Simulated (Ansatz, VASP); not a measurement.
TaN in VASP and in Ansatz

File INCAR:

```
SYSTEM = TaN
PREC     = Accurate       ! precision mode
ENCUT    = 520            ! plane-wave cutoff, eV
EDIFF    = 1E-8           ! SCF threshold, eV
ISMEAR   = -1             ! smearing method
SIGMA    = 0.01           ! smearing width, eV
LREAL    = .FALSE.        ! projectors in reciprocal space
LASPH    = .TRUE.         ! aspherical terms in the spheres
NELM     = 120            ! most SCF steps
ALGO     = Normal         ! electronic algorithm
ISIF     = 2              ! what is computed and relaxed
LWAVE    = .FALSE.        ! write WAVECAR
LCHARG   = .FALSE.        ! write CHGCAR
GGA      = PS             ! functional
LEFG     = .TRUE.       
NBANDS   = 24             ! bands
GGA_COMPAT= .FALSE.
```

KPOINTS

```
Automatic mesh
0
G
  9 9 5
  0 0 0
```

Contents of POSCAR:

```
TaN
1.0
    3.0480019786      0.0000000000      0.0000000000
   -1.5240009893      2.6396471442      0.0000000000
    0.0000000000      0.0000000000      4.7704600000
Ta N
2 2
Direct
    0.0000000000      0.0000000000      0.0000000000
    0.0000000000      0.0000000000      0.5000000000
    0.3333333333      0.6666666667      0.2500000000
    0.6666666667      0.3333333333      0.7500000000
```

Input for Ansatz:

```yaml
crystal:
  lattice:
    - [3.0480019786, 0.0, 0.0]
    - [-1.5240009893, 2.6396471442, 0.0]
    - [0.0, 0.0, 4.77046]
  atoms:
    - { symbol: Ta, position: [0.0, 0.0, 0.0] }
    - { symbol: Ta, position: [0.0, 0.0, 0.5] }
    - { symbol: "N", position: [0.3333333333, 0.6666666667, 0.25] }
    - { symbol: "N", position: [0.6666666667, 0.3333333333, 0.75] }
kpoints:
  mp_grid: { grid: [9, 9, 5] }
scf:
  occupations: { method: fermi_dirac, width: 0.01 }
hamiltonian:
  xc: pbesol
  pseudopotentials: { kind: all_electron, datasets: crystal }
output:
  forces: true
  stress: true
  eigenvalues: true
  efg: { contact_densities: true }
```

Change from the starting cell: zz strain of -3 %, crystal datasets.

Alike in both runs: task electric field gradients; functional PBEsol; k mesh 9 × 9 × 5; occupations fermi-dirac, width 0.01 eV; no spin polarisation.

|  | VASP | Ansatz |
| --- | --- | --- |
| version | VASP 6.6.1 | Ansatz 0.2.0 |
| potentials or method | VASP PAW PBE potentials, release 64 (Ta_pv, N), cutoff 520 eV | all-electron PAW with datasets made for the crystal, scalar-relativistic |

```tsv
	VASP	Ansatz	Ansatz less VASP
pressure (GPa)	71.5	68.6	-2.89
traceless stress, the component that is largest in VASP (GPa)	68.60	67.45	-1.145
size of Vzz on the site where it differs most (V/Å²)	161.2	178.4	+17.21
```

VASP's potentials were made for PBE, not for PBEsol. Both programs put the cell under a high pressure, so it lies far from rest at this level. Ansatz ran all-electron here, and VASP with PAW potentials.

Neither program's run includes spin-orbit coupling. Noted on VASP's run: the cell as given lies far from equilibrium.
